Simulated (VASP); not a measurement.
# KCl (Pm-3m) in VASP: further runs, part 2 of 2

VASP 6.6.1. The steps go on from the part before.

### 5 Single point, r2SCAN

Input file POSCAR:

```
KCl
1.0
    3.7708086025      0.0000000000      0.0000000000
    0.0000000000      3.7708086025      0.0000000000
    0.0000000000      0.0000000000      3.7708086025
K Cl
1 1
Direct
    0.0000000000      0.0000000000      0.0000000000
    0.5000000000      0.5000000000      0.5000000000
```

Input file INCAR.step1:

```
SYSTEM = KCl
PREC     = Accurate       ! precision mode
ENCUT    = 520            ! plane-wave cutoff, eV
ISMEAR   = 0              ! smearing method
SIGMA    = 0.01           ! smearing width, eV
LREAL    = .False.        ! projectors in reciprocal space
LASPH    = .True.         ! aspherical terms in the spheres
NELM     = 80             ! most SCF steps
NBANDS   = 15             ! bands
GGA      = PE             ! functional
ALGO     = Normal         ! electronic algorithm
EDIFF    = 1E-4           ! SCF threshold, eV
LWAVE    = .True.         ! write WAVECAR
LCHARG   = .False.        ! write CHGCAR
```

Input file INCAR.step2:

```
SYSTEM = KCl
PREC     = Accurate       ! precision mode
ENCUT    = 520            ! plane-wave cutoff, eV
EDIFF    = 1E-6           ! SCF threshold, eV
ISMEAR   = 0              ! smearing method
SIGMA    = 0.01           ! smearing width, eV
LREAL    = .False.        ! projectors in reciprocal space
LASPH    = .True.         ! aspherical terms in the spheres
NELM     = 80             ! most SCF steps
ALGO     = Normal         ! electronic algorithm
ISIF     = 2              ! what is computed and relaxed
LWAVE    = .False.        ! write WAVECAR
LCHARG   = .False.        ! write CHGCAR
METAGGA  = R2SCAN         ! meta-GGA
LMIXTAU  = .True.       
NBANDS   = 15             ! bands
ISTART   = 1
```

Input file KPOINTS:

```
Automatic mesh
0
Gamma
  4 4 4
  0 0 0
```

The run is started by

```
> cat potpaw_PBE.64/K_sv/POTCAR potpaw_PBE.64/Cl/POTCAR > POTCAR
> cp INCAR.step1 INCAR
> mpirun -np 1 vasp_std > vasp.out
> cp INCAR.step2 INCAR
> mpirun -np 1 vasp_std > vasp.out
```

It took 81 s on 1 thread of Intel Xeon 8259CL, shared host; peak memory 0.16 GiB.

Results (log left out):

- Free energy: -16.4056 eV
- Pressure: 0.0 GPa
- Band gap on the k mesh: 5.81 eV, indirect (least direct gap 6.02 eV)

Levels at points of the mesh, in eV from the valence-band top:
| k point | band 4 | band 5 | band 6 | band 7 | band 8 | band 9 | band 10 | band 11 | band 12 | band 13 |
| --- | --- | --- | --- | --- | --- | --- | --- | --- | --- | --- |
| (0.00, 0.00, 0.00) | -11.70 | -11.70 | -0.22 | -0.22 | -0.22 | 5.81 | 7.09 | 7.09 | 11.60 | 11.60 |
| (0.50, 0.00, 0.00) | -11.66 | -11.56 | -1.90 | -0.23 | -0.23 | 8.55 | 8.73 | 9.32 | 10.84 | 11.52 |
| (0.50, 0.50, 0.00) | -11.96 | -11.63 | -1.30 | -1.30 | 0.00 | 6.86 | 8.08 | 9.73 | 9.73 | 12.69 |
| (0.50, 0.50, 0.50) | -11.89 | -11.89 | -1.45 | -1.45 | -1.45 | 9.67 | 9.67 | 9.67 | 10.96 | 10.96 |

Caveat: the PAW data sets were made with another functional, which shifts forces and pressure a little. A k mesh can miss the band edges.

### 6 Single point, HSE06

POSCAR is that of step 5.

Input file INCAR.step1:

```
SYSTEM = KCl
  PREC = Accurate
  ENCUT = 520
  EDIFF = 1E-5
  ISMEAR = 0
  SIGMA = 0.01
  LREAL = .FALSE.
  LASPH = .TRUE.
  NELM = 60
  ALGO = Normal
  ISIF = 2
  LWAVE = .TRUE.
  LCHARG = .FALSE.
  NBANDS = 15
  GGA = PE
```

Input file INCAR.step2:

```
SYSTEM = KCl
  PREC = Accurate
  ENCUT = 520
  EDIFF = 1E-6
  ISMEAR = 0
  SIGMA = 0.01
  LREAL = .FALSE.
  LASPH = .TRUE.
  NELM = 60
  ALGO = Normal
  ISIF = 2
  LWAVE = .FALSE.
  LCHARG = .FALSE.
  GGA = PE
  LHFCALC = .TRUE.
  HFSCREEN = 0.2079
  PRECFOCK = Normal
  NBANDS = 15
  ISTART = 1
```

Input file KPOINTS:

```
Automatic mesh
0
G
  4 4 4
  0 0 0
```

Potentials or basis: VASP PAW PBE potentials, release 64 (K_sv, Cl).

The run is started by

```
> cat potpaw_PBE.64/K_sv/POTCAR potpaw_PBE.64/Cl/POTCAR > POTCAR
> cp INCAR.step1 INCAR
> mpirun -np 1 vasp_std > vasp.out
> cp INCAR.step2 INCAR
> mpirun -np 1 vasp_std > vasp.out
```

OUTCAR:

```text
SYSTEM = KCl
   PREC = Accurate
   ENCUT = 520
   EDIFF = 1E-6
   ISMEAR = 0
   LREAL = .FALSE.
   LASPH = .TRUE.
   NELM = 60
   ISIF = 2
   GGA = PE
   LHFCALC = .TRUE.
   HFSCREEN = 0.2079
   PRECFOCK = Normal
   ISTART = 1

 ion  position               nearest neighbor table
   1  0.000  0.000  0.000-
   2  0.500  0.500  0.500-

  LATTYP: Found a simple cubic cell.
 ALAT       =     3.7708086025

  Lattice vectors:

 A1 = (   3.7708086025,   0.0000000000,   0.0000000000)
 A2 = (   0.0000000000,   3.7708086025,   0.0000000000)
 A3 = (   0.0000000000,   0.0000000000,   3.7708086025)

Analysis of symmetry for initial positions (statically):
=====================================================================
 Subroutine PRICEL returns:
 Original cell was already a primitive cell.

 Routine SETGRP: Setting up the symmetry group for a
 simple cubic supercell.

 Subroutine GETGRP returns: Found 48 space group operations
 (whereof 48 operations were pure point group operations)
 out of a pool of 48 trial point group operations.

The static configuration has the point symmetry O_h .

Analysis of symmetry for dynamics (positions and initial velocities):
=====================================================================
 Subroutine PRICEL returns:
 Original cell was already a primitive cell.

 Routine SETGRP: Setting up the symmetry group for a
 simple cubic supercell.

 Subroutine GETGRP returns: Found 48 space group operations
 (whereof 48 operations were pure point group operations)
 out of a pool of 48 trial point group operations.

The dynamic configuration has the point symmetry O_h .

 Subroutine INISYM returns: Found 48 space group operations
 (whereof 48 operations are pure point group operations),
 and found     1 'primitive' translations

----------------------------------------------------------------------------------------

                                     Primitive cell

  volume of cell :      53.6171

  direct lattice vectors                    reciprocal lattice vectors
     3.770808602  0.000000000  0.000000000     0.265195109  0.000000000  0.000000000
     0.000000000  3.770808602  0.000000000     0.000000000  0.265195109  0.000000000
     0.000000000  0.000000000  3.770808602     0.000000000  0.000000000  0.265195109

  length of vectors
     3.770808602  3.770808602  3.770808602     0.265195109  0.265195109  0.265195109

  position of ions in fractional coordinates (direct lattice)
     0.000000000  0.000000000  0.000000000
     0.500000000  0.500000000  0.500000000

  ion indices of the primitive-cell ions
   primitive index   ion index
                 1           1
                 2           2

----------------------------------------------------------------------------------------

 KPOINTS: Automatic mesh

Automatic generation of k-mesh.
 Grid dimensions read from file:
 generate k-points for:    4    4    4

 Generating k-lattice:

  Cartesian coordinates                     Fractional coordinates (reciprocal lattice)
     0.066298777  0.000000000  0.000000000     0.250000000  0.000000000  0.000000000
[... 31 lines left out ...]
   ions per type =               1   1
   NGX,Y,Z   is equivalent  to a cutoff of  12.34, 12.34, 12.34 a.u.
   NGXF,Y,Z  is equivalent  to a cutoff of  24.69, 24.69, 24.69 a.u.
 SYSTEM =  KCl
   PREC   = accura    normal or accurate (medium, high low for compatibility)
   ISTART =      1    job   : 0-new  1-cont  2-samecut
   ICHARG =      0    charge: 1-file 2-atom 10-const
   ISPIN  =      1    spin polarized calculation?
   LNONCOLLINEAR =      F non collinear calculations
   LSORBIT =      F    spin-orbit coupling
   LASPH  =      T    aspherical Exc in radial PAW
   ENCUT  =  520.0 eV  38.22 Ry    6.18 a.u.   7.01  7.01  7.01*2*pi/ulx,y,z
   NELM   =     60;   NELMIN=  2; NELMDL=  0     # of ELM steps
   EDIFF  = 0.1E-05   stopping-criterion for ELM
   LREAL  =      F    real-space projection
   EDIFFG = 0.1E-04   stopping-criterion for IOM
   NSW    =      0    number of steps for IOM
   IBRION =     -1    ionic relax: 0-MD 1-quasi-New 2-CG
   NFREE  =      0    steps in history (QN), initial steepest desc. (CG)
   ISIF   =      2    stress and relaxation
   ISYM   =      3    0-nonsym 1-usesym 2-fastsym
   POTIM  = 0.5000    time-step for ionic-motion
   TEBEG  =    0.0;   TEEND  =   0.0 temperature during run
   PSTRESS=    0.0 pullay stress
   NELECT =      16.0000    total number of electrons
   NUPDOWN=      -1.0000    fix difference up-down
   EMIN   =  10.00;   EMAX   =-10.00  energy-range for DOS
   EFERMI =   0.00;   METHOD = LEGACY
   ISMEAR =     0;   SIGMA  =   0.01  broadening in eV -4-tet -1-fermi 0-gaus
   EFERMI_NEDOS =   21; number of points for ismear=-14 and -15
   IALGO  =     38    algorithm
   IMIX   =      1    mixing-type and parameters
     AMIX     =   0.40;   BMIX     =  1.00
     AMIX_MAG =   1.60;   BMIX_MAG =  1.00
  volume/ion in A,a.u.               =      26.81       180.91
  Fermi-wavevector in a.u.,A,eV,Ry     =   1.093991  2.067343 16.283668  1.196816
  Thomas-Fermi vector in A             =   2.230287
   LORBIT       =      0    0 simple, 1 ext, 2 COOP (PROOUT), +10 PAW based schemes
   GGA     = PE    functional components
   LHFCALC =     T    Hartree Fock is set to
   PRECFOCK=normal    Normal, Fast or Accurate (Low or Medium for compatibility)
   ENCUT4O =  -1.0   cutoff for four orbital integrals eV
   NKREDX  =     1    reduce k-point grid by
   NKREDY  =     1    reduce k-point grid by
   NKREDZ  =     1    reduce k-point grid by
   AEXX    =    0.2500 exact exchange contribution
   HFSCREEN=    0.2079 screening length (either q_TF or 0.3 A-1)
   HFSCREENC=   0.2079 screening length for correlation (either q_TF or 0.3 A-1)
   ENCUTFOCK=  -1.0 apply spherical cutoff to Coloumb kernel
   IVDW    =     0    specifies the selected vdW correction
   LEPSILON=     F    determine dielectric tensor
   LRPA    =     F    only Hartree local field effects (RPA)
 non-spin polarized calculation
 Gauss-broadening in eV      SIGMA  =   0.01
  energy-cutoff  :      520.00
  volume of cell :       53.62
 maximum number of plane-waves:      1472
  NGX = 24; NGY = 24; NGZ = 24

 number of electron      16.0000004 magnetization

 Free energy of the ion-electron system (eV)
  ---------------------------------------------------
  ext. energy  EPLUGINS =         0.00000000
  ---------------------------------------------------
  free energy    TOTEN  =        -7.71259557 eV

  energy without entropy =       -7.71259557  energy(sigma->0) =       -7.71259557

 E-fermi :  -1.4402     XC(G=0):  -6.9186

 val. band max:       -1.5118767044   @ k =   0.5000   0.5000   0.0000
 cond. band min:       4.8533964541   @ k =   0.0000   0.0000   0.0000
 fundamental gap:      6.3652731585
 Fermi energy:        -1.4401659872

 k-point     1 :       0.0000    0.0000    0.0000
  band No.  band energies     occupation
      1     -31.6007      2.00000
      2     -15.3759      2.00000
      3     -13.6206      2.00000
      4     -13.6206      2.00000
      5     -13.6206      2.00000
      6      -1.7428      2.00000
      7      -1.7428      2.00000
      8      -1.7428      2.00000
      9       4.8534      0.00000
     10       6.4393      0.00000
     11       6.4393      0.00000
     12      11.1319      0.00000
     13      11.1319      0.00000
     14      11.1319      0.00000
[... 149 lines left out ...]
      2     -14.8731      2.00000
      3     -13.8181      2.00000
      4     -13.8181      2.00000
      5     -13.8181      2.00000
      6      -3.0437      2.00000
      7      -3.0437      2.00000
      8      -3.0437      2.00000
      9       8.8537      0.00000
     10       8.8537      0.00000
     11       8.8537      0.00000
     12      10.4027      0.00000
     13      10.4027      0.00000
     14      10.4027      0.00000
     15      13.0668      0.00000

------------------------ aborting loop because EDIFF is reached ----------------------------------------

  FORCE on cell =-STRESS in cart. coord.  units (eV):
  Direction    XX          YY          ZZ          XY          YZ          ZX
  --------------------------------------------------------------------------------------
  -------------------------------------------------------------------------------------
  Total        0.2280877      0.2280877      0.2280877      0.0000000      0.0000000      0.0000000
  in kB        6.8156768      6.8156768      6.8156768      0.0000000      0.0000000      0.0000000
  external PRESSURE =       6.8156768 kB  Pullay stress =       0.0000000 kB

 VOLUME and BASIS-vectors are now :
 -----------------------------------------------------------------------------
  energy-cutoff  :      520.00
  volume of cell :       53.62
      direct lattice vectors                 reciprocal lattice vectors
     3.770808602  0.000000000  0.000000000     0.265195109  0.000000000  0.000000000
     0.000000000  3.770808602  0.000000000     0.000000000  0.265195109  0.000000000
     0.000000000  0.000000000  3.770808602     0.000000000  0.000000000  0.265195109

 POSITION                                       TOTAL-FORCE (eV/Angst)
 -----------------------------------------------------------------------------------
      0.00000      0.00000      0.00000         0.000000      0.000000      0.000000
      1.88540      1.88540      1.88540         0.000000      0.000000      0.000000
 -----------------------------------------------------------------------------------
    total drift:                               -0.000000     -0.000000     -0.000000

  FREE ENERGIE OF THE ION-ELECTRON SYSTEM (eV)
  ---------------------------------------------------
  free  energy   TOTEN  =        -7.7125955714 eV

  energy  without entropy=       -7.7125955714  energy(sigma->0) =       -7.71259557
```

Run time: 11 min. Hardware: 1 thread of Intel Xeon 8259CL, shared host; peak memory 0.26 GiB.

What came out:

| Item | Value |
| --- | --- |
| Free energy | -7.7126 eV |
| Pressure | 0.7 GPa |
| Band gap on the k mesh | 6.37 eV, indirect (least direct gap 6.60 eV) |

Levels at points of the mesh, in eV from the valence-band top:
```tsv
k point	band 4	band 5	band 6	band 7	band 8	band 9	band 10	band 11	band 12	band 13
(0.00, 0.00, 0.00)	-12.11	-12.11	-0.23	-0.23	-0.23	6.37	7.95	7.95	12.64	12.64
(0.50, 0.00, 0.00)	-12.07	-11.98	-2.02	-0.24	-0.24	9.36	9.54	10.09	11.57	12.54
(0.50, 0.50, 0.00)	-12.38	-12.04	-1.38	-1.38	0.00	7.60	8.86	10.64	10.64	13.34
(0.50, 0.50, 0.50)	-12.31	-12.31	-1.53	-1.53	-1.53	10.37	10.37	10.37	11.91	11.91
```

Caveat: the PAW data sets were made with another functional, which shifts forces and pressure a little.

### 7 Summary

```csv
level,potentials or basis,grid for exact exchange (PRECFOCK),screening parameter,gap on the mesh (eV),pressure (GPa)
LDA,"VASP PAW LDA potentials, release 64 (K_sv, Cl)",-,-,4.59,-2.3
PBE,"VASP PAW PBE potentials, release 64 (K_sv, Cl)",-,-,5.03,1.1
r2SCAN,"VASP PAW PBE potentials, release 64 (K_sv, Cl)",-,-,5.81,0.0
HSE06,"VASP PAW PBE potentials, release 64 (K_sv, Cl)",Normal,0.2079 1/Å,6.37,0.7
```

Alike in all rows: task single point; no spin polarisation; cell as given; k mesh 4 × 4 × 4; cutoff (eV) 520; smearing gaussian 0.01 eV.

Caveats: the PAW data sets were made with another functional, which shifts forces and pressure a little (some runs).

Total energies depend on the potentials used, so only differences within one code and one set of settings carry meaning.
